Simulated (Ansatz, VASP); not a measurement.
**Two plane-wave programs on SnW**

```
Sn W
1.0
     0.00000    2.77147    2.77147
     2.77147    0.00000    2.77147
     2.77147    2.77147    0.00000
Sn W
1 1
Direct
  0.50000 0.50000 0.50000
  0.00000 0.00000 0.00000
```

Change from the starting cell: species swapped into the PrBi type (Fm-3m, No. 225).

Alike in both runs: functional PBE; k mesh 18 × 18 × 18; occupations gaussian, width 0.1 eV; no spin polarisation.

Ansatz relaxed the structure, and its values are those at the end. VASP's run is a single point on that final structure, the one shown.

|  | VASP | Ansatz |
| --- | --- | --- |
| version | VASP 6.6.1 | Ansatz 0.2.0 |
| potentials or method | VASP PAW PBE potentials, release 64 (Sn_d, W_sv), cutoff 520 eV | scalar-relativistic, plane waves, PAW |
| valence electrons in the cell | 28 | 28 |

```tsv
	VASP	Ansatz	Ansatz less VASP
gap on the k mesh at the Fermi level (eV)	none	none	-
pressure (GPa)	0.1	0.0	-0.08
```

A gap of «none» marks a metal or a gap that the smearing closes.

Spin-orbit coupling is off throughout.
